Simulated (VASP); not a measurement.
# KP5 (P6/mmm) in VASP: further runs, part 2 of 2

VASP 6.6.1. Earlier steps stand in the parts before.

**3. Single point, PBE**

The input, INCAR:

```
SYSTEM = KP5
ALGO = Normal
EDIFF = 1E-7
ENCUT = 520
GGA = PE
ISIF = 2
ISMEAR = 0
LASPH = .True.
LCHARG = .False.
LREAL = .False.
LWAVE = .False.
NBANDS = 26
NELM = 100
PREC = Accurate
SIGMA = 0.1
```

The input, KPOINTS:

```
k-points
0
Gamma
  3 3 6
  0 0 0
```

The input, POSCAR:

```
KP5
1.0
    6.3760492124      0.0000000000      0.0000000000
   -3.1880246062      5.5218205937      0.0000000000
    0.0000000000      0.0000000000      3.2405408576
K P
1 5
Direct
    0.0000000000      0.0000000000      0.0000000000
    0.5000000000      0.0000000000      0.5000000000
    0.5000000000      0.5000000000      0.5000000000
    0.0000000000      0.5000000000      0.5000000000
    0.3333333333      0.6666666667      0.0000000000
    0.6666666667      0.3333333333      0.0000000000
```

Potentials or basis: VASP PAW PBE potentials, release 64 (K_sv, P).

The run is started by

```sh
> cat potpaw_PBE.64/K_sv/POTCAR potpaw_PBE.64/P/POTCAR > POTCAR
> mpirun -np 1 vasp_std > vasp.out
```

OUTCAR:

```text
SYSTEM = KP5
   EDIFF = 1E-7
   ENCUT = 520
   GGA = PE
   ISIF = 2
   ISMEAR = 0
   LASPH = .True.
   LREAL = .False.
   NELM = 100
   PREC = Accurate

 ion  position               nearest neighbor table
   1  0.000  0.000  0.000-
   2  0.500  0.000  0.500-   5 2.45   6 2.45   5 2.45   6 2.45
   3  0.500  0.500  0.500-   5 2.45   6 2.45   5 2.45   6 2.45
   4  0.000  0.500  0.500-   5 2.45   6 2.45   5 2.45   6 2.45
   5  0.333  0.667  0.000-   2 2.45   2 2.45   4 2.45   4 2.45   3 2.45   3 2.45
   6  0.667  0.333  0.000-   2 2.45   2 2.45   4 2.45   4 2.45   3 2.45   3 2.45

  LATTYP: Found a hexagonal cell.
 ALAT       =     6.3760492124
 C/A-ratio  =     0.5082364878

  Lattice vectors:

 A1 = (   6.3760492124,   0.0000000000,   0.0000000000)
 A2 = (  -3.1880246062,   5.5218205937,   0.0000000000)
 A3 = (   0.0000000000,   0.0000000000,   3.2405408576)

Analysis of symmetry for initial positions (statically):
=====================================================================
 Subroutine PRICEL returns:
 Original cell was already a primitive cell.

 Routine SETGRP: Setting up the symmetry group for a
 hexagonal supercell.

 Subroutine GETGRP returns: Found 24 space group operations
 (whereof 24 operations were pure point group operations)
 out of a pool of 24 trial point group operations.

The static configuration has the point symmetry D_6h.

Analysis of symmetry for dynamics (positions and initial velocities):
=====================================================================
 Subroutine PRICEL returns:
 Original cell was already a primitive cell.

 Routine SETGRP: Setting up the symmetry group for a
 hexagonal supercell.

 Subroutine GETGRP returns: Found 24 space group operations
 (whereof 24 operations were pure point group operations)
 out of a pool of 24 trial point group operations.

The dynamic configuration has the point symmetry D_6h.

 Subroutine INISYM returns: Found 24 space group operations
 (whereof 24 operations are pure point group operations),
 and found     1 'primitive' translations

----------------------------------------------------------------------------------------

                                     Primitive cell

  volume of cell :     114.0910

  direct lattice vectors                    reciprocal lattice vectors
     6.376049212  0.000000000  0.000000000     0.156836933  0.090549845  0.000000000
    -3.188024606  5.521820594  0.000000000     0.000000000  0.181099690  0.000000000
     0.000000000  0.000000000  3.240540858     0.000000000  0.000000000  0.308590462

  length of vectors
     6.376049212  6.376049212  3.240540858     0.181099690  0.181099690  0.308590462

  position of ions in fractional coordinates (direct lattice)
     0.000000000  0.000000000  0.000000000
     0.500000000  0.000000000  0.500000000
     0.500000000  0.500000000  0.500000000
     1.000000000  0.500000000  0.500000000
     0.333333333  0.666666667  0.000000000
     0.666666667  0.333333333  0.000000000

  ion indices of the primitive-cell ions
   primitive index   ion index
                 1           1
                 2           2
                 3           3
                 4           4
[... 33 lines left out ...]
  0.333333  0.333333  0.000000      2.000000
  0.000000  0.000000  0.166667      2.000000
  0.333333 -0.000000  0.166667     12.000000
  0.333333  0.333333  0.166667      4.000000
  0.000000  0.000000  0.333333      2.000000
  0.333333 -0.000000  0.333333     12.000000
  0.333333  0.333333  0.333333      4.000000
  0.000000  0.000000  0.500000      1.000000
  0.333333 -0.000000  0.500000      6.000000
  0.333333  0.333333  0.500000      2.000000
   k-points           NKPTS =     12   k-points in BZ     NKDIM =     12   number of bands    NBANDS=     26
   number of dos      NEDOS =    301   number of ions     NIONS =      6
   total plane-waves  NPLWV =  55296
   dimension x,y,z NGX =    48 NGY =   48 NGZ =   24
   dimension x,y,z NGXF=    96 NGYF=   96 NGZF=   48
   ions per type =               1   5
   NGX,Y,Z   is equivalent  to a cutoff of  12.52, 12.52, 12.31 a.u.
   NGXF,Y,Z  is equivalent  to a cutoff of  25.03, 25.03, 24.62 a.u.
 SYSTEM =  KP5
   PREC   = accura    normal or accurate (medium, high low for compatibility)
   ISTART =      0    job   : 0-new  1-cont  2-samecut
   ICHARG =      2    charge: 1-file 2-atom 10-const
   ISPIN  =      1    spin polarized calculation?
   LNONCOLLINEAR =      F non collinear calculations
   LSORBIT =      F    spin-orbit coupling
   LASPH  =      T    aspherical Exc in radial PAW
   ENCUT  =  520.0 eV  38.22 Ry    6.18 a.u.  11.86 11.86  6.03*2*pi/ulx,y,z
   NELM   =    100;   NELMIN=  2; NELMDL= -5     # of ELM steps
   EDIFF  = 0.1E-06   stopping-criterion for ELM
   LREAL  =      F    real-space projection
   EDIFFG = 0.1E-05   stopping-criterion for IOM
   NSW    =      0    number of steps for IOM
   IBRION =     -1    ionic relax: 0-MD 1-quasi-New 2-CG
   NFREE  =      0    steps in history (QN), initial steepest desc. (CG)
   ISIF   =      2    stress and relaxation
   ISYM   =      2    0-nonsym 1-usesym 2-fastsym
   POTIM  = 0.5000    time-step for ionic-motion
   TEBEG  =    0.0;   TEEND  =   0.0 temperature during run
   PSTRESS=    0.0 pullay stress
   NELECT =      34.0000    total number of electrons
   NUPDOWN=      -1.0000    fix difference up-down
   EMIN   =  10.00;   EMAX   =-10.00  energy-range for DOS
   EFERMI =   0.00;   METHOD = LEGACY
   ISMEAR =     0;   SIGMA  =   0.10  broadening in eV -4-tet -1-fermi 0-gaus
   EFERMI_NEDOS =   21; number of points for ismear=-14 and -15
   IALGO  =     38    algorithm
   IMIX   =      4    mixing-type and parameters
     AMIX     =   0.40;   BMIX     =  1.00
     AMIX_MAG =   1.60;   BMIX_MAG =  1.00
  volume/ion in A,a.u.               =      19.02       128.32
  Fermi-wavevector in a.u.,A,eV,Ry     =   1.093496  2.066408 16.268951  1.195734
  Thomas-Fermi vector in A             =   2.229783
   LORBIT       =      0    0 simple, 1 ext, 2 COOP (PROOUT), +10 PAW based schemes
   GGA     = PE    functional components
   LHFCALC =     F    Hartree Fock is set to
   AEXX    =    0.0000 exact exchange contribution
   IVDW    =     0    specifies the selected vdW correction
   LEPSILON=     F    determine dielectric tensor
   LRPA    =     F    only Hartree local field effects (RPA)
 non-spin polarized calculation
 Gauss-broadening in eV      SIGMA  =   0.10
  energy-cutoff  :      520.00
  volume of cell :      114.09
 maximum number of plane-waves:      3108
 NGX is ok and might be reduce to    48
   NGX = 23   NGY = 23   NGZ = 13

 number of electron      34.0000005 magnetization

 Free energy of the ion-electron system (eV)
  ---------------------------------------------------
  ext. energy  EPLUGINS =         0.00000000
  ---------------------------------------------------
  free energy    TOTEN  =       -26.99303668 eV

  energy without entropy =      -26.96924073  energy(sigma->0) =      -26.98113871

 E-fermi :   5.9176     XC(G=0):  -9.9320

 val. band max:        5.8744185970   @ k =   0.3333  -0.0000   0.1667
 cond. band min:       5.9629194185   @ k =   0.3333  -0.0000   0.1667
 fundamental gap:      0.0885008215
 Fermi energy:         5.9176237938

 k-point     1 :       0.0000    0.0000    0.0000
  band No.  band energies     occupation
      1     -24.8135      2.00000
      2      -9.1576      2.00000
      3      -8.3122      2.00000
      4      -8.3122      2.00000
      5      -7.9454      2.00000
      6      -6.3673      2.00000
[... 337 lines left out ...]
     25      12.6964      0.00000
     26      12.7459      0.00000

------------------------ aborting loop because EDIFF is reached ----------------------------------------

  FORCE on cell =-STRESS in cart. coord.  units (eV):
  Direction    XX          YY          ZZ          XY          YZ          ZX
  --------------------------------------------------------------------------------------
  -------------------------------------------------------------------------------------
  Total       -0.0832617     -0.0832617      0.1549715      0.0000000      0.0000000      0.0000000
  in kB       -1.1692415     -1.1692415      2.1762611      0.0000000      0.0000000      0.0000000
  external PRESSURE =      -0.0540740 kB  Pullay stress =       0.0000000 kB

 VOLUME and BASIS-vectors are now :
 -----------------------------------------------------------------------------
  energy-cutoff  :      520.00
  volume of cell :      114.09
      direct lattice vectors                 reciprocal lattice vectors
     6.376049212  0.000000000  0.000000000     0.156836933  0.090549845  0.000000000
    -3.188024606  5.521820594  0.000000000     0.000000000  0.181099690  0.000000000
     0.000000000  0.000000000  3.240540858     0.000000000  0.000000000  0.308590462

 POSITION                                       TOTAL-FORCE (eV/Angst)
 -----------------------------------------------------------------------------------
      0.00000      0.00000      0.00000         0.000000     -0.000000      0.000000
      3.18802      0.00000      1.62027         0.000000     -0.000000      0.000000
      1.59401      2.76091      1.62027         0.000000     -0.000000      0.000000
     -1.59401      2.76091      1.62027         0.000000     -0.000000      0.000000
     -0.00000      3.68121      0.00000        -0.000000     -0.000000      0.000000
      3.18802      1.84061      0.00000         0.000000      0.000000      0.000000
 -----------------------------------------------------------------------------------
    total drift:                               -0.000000      0.000000     -0.000000

  FREE ENERGIE OF THE ION-ELECTRON SYSTEM (eV)
  ---------------------------------------------------
  free  energy   TOTEN  =       -26.9930366804 eV

  energy  without entropy=      -26.9692407346  energy(sigma->0) =      -26.98113871
```

OSZICAR:

```text
N       E                     dE             d eps       ncg     rms          rms(c)
DAV:   1     0.147421242821E+03    0.14742E+03   -0.14867E+04   624   0.117E+03
DAV:   2    -0.164364808177E+02   -0.16386E+03   -0.15612E+03   778   0.237E+02
DAV:   3    -0.266852225570E+02   -0.10249E+02   -0.10053E+02   864   0.505E+01
DAV:   4    -0.270836133916E+02   -0.39839E+00   -0.39733E+00  1016   0.904E+00
DAV:   5    -0.270882540959E+02   -0.46407E-02   -0.46382E-02   870   0.938E-01    0.993E+00
DAV:   6    -0.270249659060E+02    0.63288E-01   -0.55715E-02   814   0.141E+00    0.601E+00
DAV:   7    -0.269912933178E+02    0.33673E-01   -0.10379E-01   822   0.190E+00    0.525E-01
DAV:   8    -0.269928888833E+02   -0.15956E-02   -0.17007E-02   862   0.648E-01    0.276E-01
DAV:   9    -0.269930172551E+02   -0.12837E-03   -0.83439E-04   832   0.188E-01    0.690E-02
DAV:  10    -0.269930250480E+02   -0.77929E-05   -0.11200E-04   852   0.610E-02    0.458E-02
DAV:  11    -0.269930365747E+02   -0.11527E-04   -0.31695E-05   888   0.323E-02    0.109E-02
DAV:  12    -0.269930367390E+02   -0.16430E-06   -0.23191E-06   888   0.717E-03    0.311E-03
DAV:  13    -0.269930366804E+02    0.58566E-07   -0.13952E-07   608   0.205E-03
   1 F= -.26993037E+02 E0= -.26981139E+02  d E =-.237959E-01
```

Wall time 19 s (1 thread of Intel Xeon 6975P-C (Granite Rapids), shared host); peak memory 0.21 GiB.

Results:

* Free energy: -26.9930 eV
* Pressure: 0.0 GPa
* Band gap on the k mesh: zero (band 17 reaches 6.75 eV, above the bottom of band 18 at 4.99 eV)

Levels at points of the mesh, in eV from the Fermi level:
```
           k point  band 15  band 16  band 17  band 18  band 19  band 20
(0.00, 0.00, 0.00)    -0.52     0.65     0.65     0.67     1.51     1.51
(0.00, 0.00, 0.50)    -1.90    -1.90     0.75     0.97     0.97     1.64
```

Caveat: the k points lie up to 0.38 Å⁻¹ apart.
